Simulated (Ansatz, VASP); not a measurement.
**Two plane-wave programs on BN**

```
CELL_PARAMETERS angstrom
2.53600 0.00000 0.00000
-1.26800 2.19624 0.00000
0.00000 0.00000 4.19900
ATOMIC_POSITIONS crystal
B 0.66667 0.33333 0.00000
B 0.33333 0.66667 0.50000
N 0.66667 0.33333 0.37500
N 0.33333 0.66667 0.87500
```

Alike in both runs: task single point; functional PBE; k mesh 3 × 3 × 2; no spin polarisation.

|  | VASP | Ansatz |
| --- | --- | --- |
| version | VASP 6.6.1 | Ansatz 0.2.0 |
| potentials or method | VASP PAW PBE potentials, release 64 (B, N), cutoff 600 eV | plane waves, PAW |
| occupations | gaussian, width 0.01 eV | fixed |
| valence electrons in the cell | 16 | 16 |

Ansatz gave:

- pressure (GPa): 9.8
- traceless stress, the component that is largest in VASP (GPa): -4.43
- rms of the force components (eV/Å): 0.106

Problem. Which values does VASP return?

Solution. Pressure (GPa): 9.9; traceless stress, the component that is largest in VASP (GPa): -4.47; rms of the force components (eV/Å): 0.105.

Atom by atom the forces differ by 0.001 eV/Å (rms over components).

The k mesh is coarse, so the values compare programs but aren't converged.
